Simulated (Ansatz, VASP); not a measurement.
**AlNi: VASP beside Ansatz**

```
CELL_PARAMETERS angstrom
2.25372 -1.36621 0.00000
2.25372 1.36621 0.00000
-1.32876 0.00000 3.80161
ATOMIC_POSITIONS crystal
Ni 0.50000 0.50000 0.50000
Al 0.00000 0.00000 0.00000
```

Change from the starting cell: volume scaled by 0.94.

Alike in both runs: task single point; functional PBE; k mesh 11 × 11 × 7; occupations fermi-dirac, width 0.05 eV; collinear spin.

|  | VASP | Ansatz |
| --- | --- | --- |
| version | VASP 6.6.1 | Ansatz 0.2.0 |
| potentials or method | VASP PAW PBE potentials, release 64 (Ni, Al), cutoff 520 eV | all-electron LAPW, scalar-relativistic |

```csv
,VASP,Ansatz,Ansatz less VASP
gap on the k mesh at the Fermi level (eV),none,none,-
pressure (GPa),12.9,12.6,-0.30
"traceless stress, the component that is largest in VASP (GPa)",-1.95,-2.06,-0.106
net moment per atom (μB),0.00,0.00,0.000
```

A gap of «none» marks a metal or a gap that the smearing closes. Ansatz ran all-electron here, and VASP with PAW potentials.
